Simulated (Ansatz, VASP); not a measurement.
# Tl: VASP beside Ansatz

```xyz
2
Lattice="3.5903 0.0000 0.0000 -1.7951 3.1093 0.0000 0.0000 0.0000 5.6419" Properties=species:S:1:pos:R:3 pbc="T T T"
Tl    0.0000    2.0729    1.4105
Tl    1.7951    1.0364    4.2315
```

Alike in both runs: task single point; functional PBE; k mesh 10 × 10 × 6; no spin polarisation.

```csv
,VASP,Ansatz
version,VASP 6.6.1,Ansatz 0.2.0
potentials or method,"VASP PAW PBE potentials, release 64 (Tl_d), cutoff 520 eV","plane waves (420 eV) with PAW, scalar-relativistic"
occupations,"methfessel-paxton of order 1, width 1 eV","cold, width 1 eV"
valence electrons in the cell,26,26
```

Ansatz gave:

| Item | Value |
| --- | --- |
| pressure (GPa) | 0.1 |
| traceless stress, the component that is largest in VASP (GPa) | 0.25 |

Q: What did VASP give for the same quantities?

A: Pressure (GPa): -0.1; traceless stress, the component that is largest in VASP (GPa): 0.04.

Neither program's run includes spin-orbit coupling.
